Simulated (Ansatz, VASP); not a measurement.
## Two plane-wave programs on Cr

```
Cr
1.0
     2.48834   -1.64460    0.00000
     2.48834    1.64460    0.00000
     0.00000    0.00000    6.70874
Cr
4
Direct
  0.85000 0.15000 0.11700
  0.65000 0.35000 0.61700
  0.15000 0.85000 0.88300
  0.35000 0.65000 0.38300
```

Alike in both runs: task relaxation of cell and atoms; functional PBE; k mesh 6 × 6 × 4; occupations gaussian, width 0.1 eV; no spin polarisation.

|  | VASP | Ansatz |
| --- | --- | --- |
| version | VASP 6.6.1 | Ansatz 0.2.0 |
| potentials or method | VASP PAW PBE potentials, release 64 (Cr_pv), cutoff 600 eV | scalar-relativistic, plane waves, PAW |
| valence electrons in the cell | 48 | 56 |

VASP gave:

* gap on the k mesh at the Fermi level, each at its own relaxed structure (eV): none
* relaxed volume (Å³/atom): 11.49
* relaxed cell length with the largest relative difference (Å): 8.077

**Question.** Estimate Ansatz's values.

**Answer.** gap on the k mesh at the Fermi level, each at its own relaxed structure (eV): none; relaxed volume (Å³/atom): 11.52; relaxed cell length with the largest relative difference (Å): 8.095.

A gap of «none» marks a metal or a gap that the smearing closes. VASP's potentials hold 48 valence electrons a cell and Ansatz's 56, so a difference there can come from the potentials and not from the codes.

The k mesh is coarse, so the values compare programs but aren't converged. Noted on VASP's run: the volume moved by over 15 % at a fixed basis, so the end points are rough; too few bands were computed for a metal, which touches its energy and stress.
